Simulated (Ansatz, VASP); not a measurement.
# One calculation of Al2B2As, two programs

```
Al B As
1.0
     5.57970    0.00000    0.00000
     0.00000    5.57970    0.00000
     0.00000    0.00000    3.66878
Al B As
4 4 2
Cartesian
  2.0221 4.8119 1.8344
  0.7678 2.0221 1.8344
  3.5576 0.7678 1.8344
  4.8119 3.5576 1.8344
  0.9034 3.6932 1.8344
  1.8865 0.9034 1.8344
  4.6763 1.8865 1.8344
  3.6932 4.6763 1.8344
  0.0000 0.0000 0.0000
  2.7899 2.7899 0.0000
```

Change from the starting cell: species swapped into the ErB2C2 type (P4/mbm, No. 127).

Alike in both runs: task single point; functional PBE; k mesh 4 × 4 × 6; occupations gaussian, width 0.1 eV; no spin polarisation.

|  | VASP | Ansatz |
| --- | --- | --- |
| version | VASP 6.6.1 | Ansatz 0.2.0 |
| potentials or method | VASP PAW PBE potentials, release 64 (Al, B, As), cutoff 520 eV | scalar-relativistic, plane waves, PAW |
| valence electrons in the cell | 34 | 54 |

```tsv
	VASP	Ansatz	Ansatz less VASP
gap on the k mesh at the Fermi level (eV)	none	none	-
rms of the force components (eV/Å)	0.313	0.329	+0.0159
```

Atom by atom the forces differ by 0.018 eV/Å (rms over components). A gap of «none» marks a metal or a gap that the smearing closes. The functional is the same, so the differences come from potentials, cutoffs and numerics. VASP's potentials hold 34 valence electrons a cell and Ansatz's 54, so a difference there can come from the potentials and not from the codes.
